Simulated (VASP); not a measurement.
Input of a VASP 6.6.1 run:

The input INCAR:

```
PREC = Accurate ; ENCUT = 520
EDIFF = 1E-6 ; ISMEAR = 0
SIGMA = 0.05 ; LREAL = Auto
LASPH = T ; NELM = 150
ALGO = Normal ; ISIF = 2
LWAVE = F ; LCHARG = F
ISPIN = 2 ; MAGMOM = 0 0 0 0 0 0 0 0 0.08 0.08 0 0.08 0 0.08 0 0 0.33
LORBIT = 11 ; GGA = PE
IVDW = 12 ; NBANDS = 50
```

KPOINTS

```
regular mesh
0
Gamma
  2 2 2
```

File POSCAR:

```
Mg8HO8
1.0
    0.0000000000      3.8590000000      3.8590000000
    3.8590000000      0.0000000000      3.8590000000
    3.8590000000      3.8590000000      0.0000000000
Mg O H
8 8 1
Direct
   -0.0214340503     -0.0003723763      0.0214876911
    0.0054949469     -0.0038818347      0.5051855403
   -0.0087739052      0.5005266909      0.0088285825
    0.0058174398      0.4929560767      0.5054287380
    0.4946256802      0.0041478362     -0.0057630215
    0.5217933402     -0.0004813423      0.4782615963
    0.4948682301      0.5067446230     -0.0054411765
    0.5091098730      0.5004444157      0.4909435087
    0.2528471107      0.2474361233      0.2525900492
    0.2501357865      0.2835459964      0.7499188909
    0.2475391293      0.7527933402      0.2471146670
    0.2501646800      0.7192009588      0.7498892200
    0.7501302151      0.2536857994      0.2499242032
    0.7529391034      0.2473933662      0.7525146411
    0.7502315367      0.7463852034      0.2498233998
    0.7474646281      0.7528186059      0.7472075667
    0.2501782845      0.0032150816      0.7498769111
```

Potentials or basis: VASP PAW PBE potentials, release 64 (Mg, O, H).

The run is started by

```console
$ cat potpaw_PBE.64/Mg/POTCAR potpaw_PBE.64/O/POTCAR potpaw_PBE.64/H/POTCAR > POTCAR
$ mpirun -np 1 vasp_std > vasp.out
```

**Question.** Predict the dispersion energy per atom.

**Answer.** -0.376 eV.

**Question.** What does it give for the net moment?

**Answer.** 0.00 μB per cell.

**Question.** Estimate the largest force.

**Answer.** 0.081 eV/Å.

Stress tensor (GPa, compression positive):
```
91.84  0.00 -1.16
 0.00 72.85  0.00
-1.16  0.00 91.80
```

Caveat: the k points lie up to 0.71 Å⁻¹ apart.
